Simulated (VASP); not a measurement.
# TePb (I4/mmm) in VASP: further runs

TePb is run at these levels: r2SCAN; tasks: single point.

Program: VASP 6.6.1. These are calculated values, not measurements. Logs are shortened: lines on timing, memory, paths and dates and some standing lists are left out, and cuts for length are marked.

### Step 1. The cell of the first run

Symmetry: I4/mmm, No. 139, tetragonal system. Conventional cell: a = 4.295 Å, b = 4.295 Å, c = 7.288 Å, α = 90.00°, β = 90.00°, γ = 90.00°. Within 4.0 Å of Te (site symmetry 4/mmm) lie 6 Pb at 3.04 to 3.64 Å. Within 4.0 Å of Pb (site symmetry 4/mmm) lie 6 Te at 3.04 to 3.64 Å.

### Step 2. Single point, r2SCAN

The input, POSCAR:

```
TePb
1.0
    0.0000000000      3.0367232652      3.6440679182
    3.0367232652      0.0000000000      3.6440679182
    3.0367232652      3.0367232652      0.0000000000
Te Pb
1 1
Direct
    0.5000000000      0.5000000000      0.5000000000
    0.0000000000      0.0000000000      0.0000000000
```

The input, INCAR.step1:

```
  PREC = Accurate
  ENCUT = 520
  ISMEAR = 0
  SIGMA = 0.05
  LREAL = F
  LASPH = T
  NELM = 100
  NBANDS = 17
  GGA = PE
  ALGO = Normal
  EDIFF = 1E-4
  LWAVE = T
  LCHARG = F
```

The input, INCAR.step2:

```
  PREC = Accurate
  ENCUT = 520
  EDIFF = 1E-6
  ISMEAR = 0
  SIGMA = 0.05
  LREAL = F
  LASPH = T
  NELM = 100
  ALGO = Normal
  ISIF = 2
  LWAVE = F
  LCHARG = T
  METAGGA = R2SCAN
  LMIXTAU = T
  LELF = T
  LVHAR = T
  NBANDS = 17
  ISTART = 1
```

The input, KPOINTS:

```
regular mesh
0
Gamma
  8 8 8
```

Potentials or basis: VASP PAW PBE potentials, release 64 (Te, Pb_d).

Started as:

```bash
cat potpaw_PBE.64/Te/POTCAR potpaw_PBE.64/Pb_d/POTCAR > POTCAR
cp INCAR.step1 INCAR
mpirun -np 1 vasp_std > vasp.out
cp INCAR.step2 INCAR
mpirun -np 1 vasp_std > vasp.out
```

OUTCAR:

```text
PREC = Accurate
   ENCUT = 520
   EDIFF = 1E-6
   ISMEAR = 0
   LREAL = F
   LASPH = T
   NELM = 100
   ISIF = 2
   METAGGA = R2SCAN
   ISTART = 1

 ion  position               nearest neighbor table
   1  0.500  0.500  0.500-   2 3.04   2 3.04   2 3.04   2 3.04   2 3.64   2 3.64
   2  0.000  0.000  0.000-   1 3.04   1 3.04   1 3.04   1 3.04   1 3.64   1 3.64

  LATTYP: Found a body centered tetragonal cell.
 ALAT       =     4.2945752268
 C/A-ratio  =     1.6970562748

  Lattice vectors:

 A1 = (  -3.0367232652,   0.0000000000,   3.6440679182)
 A2 = (   3.0367232652,   0.0000000000,   3.6440679182)
 A3 = (   0.0000000000,   3.0367232652,  -3.6440679182)

Analysis of symmetry for initial positions (statically):
=====================================================================
 Subroutine PRICEL returns:
 Original cell was already a primitive cell.

 Routine SETGRP: Setting up the symmetry group for a
 body centered tetragonal supercell.

 Subroutine GETGRP returns: Found 16 space group operations
 (whereof 16 operations were pure point group operations)
 out of a pool of 16 trial point group operations.

The static configuration has the point symmetry D_4h.

Analysis of symmetry for dynamics (positions and initial velocities):
=====================================================================
 Subroutine PRICEL returns:
 Original cell was already a primitive cell.

 Routine SETGRP: Setting up the symmetry group for a
 body centered tetragonal supercell.

 Subroutine GETGRP returns: Found 16 space group operations
 (whereof 16 operations were pure point group operations)
 out of a pool of 16 trial point group operations.

The dynamic configuration has the point symmetry D_4h.

 Subroutine INISYM returns: Found 16 space group operations
 (whereof 16 operations are pure point group operations),
 and found     1 'primitive' translations

----------------------------------------------------------------------------------------

                                     Primitive cell

  volume of cell :      67.2089

  direct lattice vectors                    reciprocal lattice vectors
     0.000000000  3.036723265  3.644067918    -0.164651157  0.164651157  0.137209298
     3.036723265  0.000000000  3.644067918     0.164651157 -0.164651157  0.137209298
     3.036723265  3.036723265  0.000000000     0.164651157  0.164651157 -0.137209298

  length of vectors
     4.743513380  4.743513380  4.294575227     0.270270973  0.270270973  0.270270973

  position of ions in fractional coordinates (direct lattice)
     0.500000000  0.500000000  0.500000000
     0.000000000  0.000000000  0.000000000

  ion indices of the primitive-cell ions
   primitive index   ion index
                 1           1
                 2           2

----------------------------------------------------------------------------------------

 KPOINTS: regular mesh

Automatic generation of k-mesh.
 Grid dimensions read from file:
 generate k-points for:    8    8    8

 Generating k-lattice:

  Cartesian coordinates                     Fractional coordinates (reciprocal lattice)
    -0.020581395  0.020581395  0.017151162     0.125000000 -0.000000000  0.000000000
     0.020581395 -0.020581395  0.017151162    -0.000000000  0.125000000  0.000000000
     0.020581395  0.020581395 -0.017151162     0.000000000  0.000000000  0.125000000

  Length of vectors
     0.033783872  0.033783872  0.033783872

  Shift w.r.t. Gamma in fractional coordinates (k-lattice)
     0.000000000  0.000000000  0.000000000

 Subroutine IBZKPT returns following result:
 ===========================================

 Found     59 irreducible k-points:

 Following reciprocal coordinates:
            Coordinates               Weight
  0.000000  0.000000  0.000000      1.000000
  0.125000  0.000000  0.000000      8.000000
  0.250000  0.000000  0.000000      8.000000
  0.375000  0.000000  0.000000      8.000000
  0.500000  0.000000  0.000000      4.000000
  0.125000  0.125000  0.000000      2.000000
[... 16 lines left out ...]
  0.250000  0.000000  0.125000     16.000000
  0.375000  0.000000  0.125000     16.000000
 [... further k-points ...]
   k-points           NKPTS =     59   k-points in BZ     NKDIM =     59   number of bands    NBANDS=     17
   number of dos      NEDOS =    301   number of ions     NIONS =      2
   total plane-waves  NPLWV =  41472
   dimension x,y,z NGX =    36 NGY =   36 NGZ =   32
   dimension x,y,z NGXF=    72 NGYF=   72 NGZF=   64
   ions per type =               1   1
   NGX,Y,Z   is equivalent  to a cutoff of  12.62, 12.62, 12.39 a.u.
   NGXF,Y,Z  is equivalent  to a cutoff of  25.23, 25.23, 24.77 a.u.
 SYSTEM =  unknown system
   PREC   = accura    normal or accurate (medium, high low for compatibility)
   ISTART =      1    job   : 0-new  1-cont  2-samecut
   ICHARG =      0    charge: 1-file 2-atom 10-const
   ISPIN  =      1    spin polarized calculation?
   LNONCOLLINEAR =      F non collinear calculations
   LSORBIT =      F    spin-orbit coupling
   LASPH  =      T    aspherical Exc in radial PAW
   ENCUT  =  520.0 eV  38.22 Ry    6.18 a.u.   8.82  8.82  7.99*2*pi/ulx,y,z
   NELM   =    100;   NELMIN=  2; NELMDL=  0     # of ELM steps
   EDIFF  = 0.1E-05   stopping-criterion for ELM
   LREAL  =      F    real-space projection
   EDIFFG = 0.1E-04   stopping-criterion for IOM
   NSW    =      0    number of steps for IOM
   IBRION =     -1    ionic relax: 0-MD 1-quasi-New 2-CG
   NFREE  =      0    steps in history (QN), initial steepest desc. (CG)
   ISIF   =      2    stress and relaxation
   ISYM   =      2    0-nonsym 1-usesym 2-fastsym
   POTIM  = 0.5000    time-step for ionic-motion
   TEBEG  =    0.0;   TEEND  =   0.0 temperature during run
   PSTRESS=    0.0 pullay stress
   NELECT =      20.0000    total number of electrons
   NUPDOWN=      -1.0000    fix difference up-down
   EMIN   =  10.00;   EMAX   =-10.00  energy-range for DOS
   EFERMI =   0.00;   METHOD = LEGACY
   ISMEAR =     0;   SIGMA  =   0.05  broadening in eV -4-tet -1-fermi 0-gaus
   EFERMI_NEDOS =   21; number of points for ismear=-14 and -15
   IALGO  =     38    algorithm
   IMIX   =      4    mixing-type and parameters
     AMIX     =   0.40;   BMIX     =  1.00
     AMIX_MAG =   1.60;   BMIX_MAG =  1.00
  volume/ion in A,a.u.               =      33.60       226.77
  Fermi-wavevector in a.u.,A,eV,Ry     =   1.092972  2.065418 16.253366  1.194589
  Thomas-Fermi vector in A             =   2.229249
   LORBIT       =      0    0 simple, 1 ext, 2 COOP (PROOUT), +10 PAW based schemes
   METAGGA = R2SCAN    functional components
   LHFCALC =     F    Hartree Fock is set to
   AEXX    =    0.0000 exact exchange contribution
   IVDW    =     0    specifies the selected vdW correction
   LEPSILON=     F    determine dielectric tensor
   LRPA    =     F    only Hartree local field effects (RPA)
 non-spin polarized calculation
 Gauss-broadening in eV      SIGMA  =   0.05
  energy-cutoff  :      520.00
  volume of cell :       67.21
 maximum number of plane-waves:      1832
   NGX = 17   NGY = 17   NGZ = 15

 number of electron      20.0000000 magnetization

 Free energy of the ion-electron system (eV)
  ---------------------------------------------------
  ext. energy  EPLUGINS =         0.00000000
  ---------------------------------------------------
  free energy    TOTEN  =       -82.21277763 eV

  energy without entropy =      -82.21243432  energy(sigma->0) =      -82.21260598

 E-fermi :   6.1313     XC(G=0):  -9.7785

 val. band max:        6.1025561792   @ k =   0.5000   0.0000   0.0000
 cond. band min:       6.1584337242   @ k =   0.5000   0.0000   0.0000
 fundamental gap:      0.0558775450
 Fermi energy:         6.1313092062

 k-point     1 :       0.0000    0.0000    0.0000
  band No.  band energies     occupation
      1     -11.8832      2.00000
      2     -11.8064      2.00000
      3     -11.8064      2.00000
      4     -11.7718      2.00000
      5     -11.7580      2.00000
      6      -7.1645      2.00000
[... 9 lines left out ...]
     16      12.2634      0.00000
     17      12.2634      0.00000

 k-point     2 :       0.1250    0.0000    0.0000
  band No.  band energies     occupation
      1     -11.8800      2.00000
      2     -11.8074      2.00000
      3     -11.8052      2.00000
      4     -11.7777      2.00000
      5     -11.7540      2.00000
      6      -7.0225      2.00000
[... 9 lines left out ...]
     16      12.1421      0.00000
     17      12.4962      0.00000

 k-point     3 :       0.2500    0.0000    0.0000
  band No.  band energies     occupation
      1     -11.8734      2.00000
      2     -11.8096      2.00000
      3     -11.8031      2.00000
      4     -11.7910      2.00000
      5     -11.7436      2.00000
      6      -6.6105      2.00000
[... 9 lines left out ...]
     16      13.1474      0.00000
     17      13.4406      0.00000

 k-point     4 :       0.3750    0.0000    0.0000
  band No.  band energies     occupation
      1     -11.8681      2.00000
      2     -11.8117      2.00000
      3     -11.8091      2.00000
      4     -11.7961      2.00000
      5     -11.7321      2.00000
      6      -6.0059      2.00000
[... 9 lines left out ...]
     16      14.5737      0.00000
     17      15.2410      0.00000
[... 343 lines left out ...]
      1     -11.8744      2.00000
      2     -11.8085      2.00000
      3     -11.8058      2.00000
      4     -11.7850      2.00000
      5     -11.7497      2.00000
      6      -6.9360      2.00000
[... 9 lines left out ...]
     16      12.4760      0.00000
     17      13.3002      0.00000

 k-point    23 :       0.2500    0.0000    0.1250
  band No.  band energies     occupation
      1     -11.8664      2.00000
      2     -11.8110      2.00000
      3     -11.8048      2.00000
      4     -11.8010      2.00000
      5     -11.7391      2.00000
      6      -6.5729      2.00000
[... 9 lines left out ...]
     16      13.3613      0.00000
     17      14.1727      0.00000

 k-point    24 :       0.3750    0.0000    0.1250
  band No.  band energies     occupation
      1     -11.8616      2.00000
      2     -11.8192      2.00000
      3     -11.8126      2.00000
      4     -11.8002      2.00000
      5     -11.7278      2.00000
      6      -5.9951      2.00000
[... 9 lines left out ...]
     16      14.8831      0.00000
     17      15.1638      0.00000

 [... further k-points ...]
[... 5 lines left out ...]
  --------------------------------------------------------------------------------------
  -------------------------------------------------------------------------------------
  Total        4.7846295      4.7846295     -2.2401261      0.0000000     -0.0000000      0.0000000
  in kB      114.0596418    114.0596418    -53.4018331      0.0000000     -0.0000000      0.0000000
  external PRESSURE =      58.2391501 kB  Pullay stress =       0.0000000 kB

 VOLUME and BASIS-vectors are now :
 -----------------------------------------------------------------------------
  energy-cutoff  :      520.00
  volume of cell :       67.21
      direct lattice vectors                 reciprocal lattice vectors
     0.000000000  3.036723265  3.644067918    -0.164651157  0.164651157  0.137209298
     3.036723265  0.000000000  3.644067918     0.164651157 -0.164651157  0.137209298
     3.036723265  3.036723265  0.000000000     0.164651157  0.164651157 -0.137209298

 POSITION                                       TOTAL-FORCE (eV/Angst)
 -----------------------------------------------------------------------------------
      3.03672      3.03672      3.64407         0.000000     -0.000000      0.000000
      0.00000      0.00000      0.00000        -0.000000      0.000000     -0.000000
 -----------------------------------------------------------------------------------
    total drift:                               -0.000000      0.000000      0.000000

  FREE ENERGIE OF THE ION-ELECTRON SYSTEM (eV)
  ---------------------------------------------------
  free  energy   TOTEN  =       -82.2127776345 eV

  energy  without entropy=      -82.2124343192  energy(sigma->0) =      -82.21260598
```

Wall time 2.1 min (1 thread of Intel Xeon 6975P-C (Granite Rapids), shared host); peak memory 0.25 GiB.

Results:

```yaml
Free_energy: -82.2128 eV
Pressure: 5.8 GPa
Band_gap_on_the_k_mesh: 0.06 eV, direct
```

Stress tensor (GPa, compression positive):
```
11.41  0.00  0.00
 0.00 11.41  0.00
 0.00  0.00 -5.34
```

Caveat: the PAW data sets were made with another functional, which shifts forces and pressure a little; spin-orbit coupling is left out, which moves the levels of the heavy elements. A k mesh can miss the band edges.

[end of part 1 of 2]
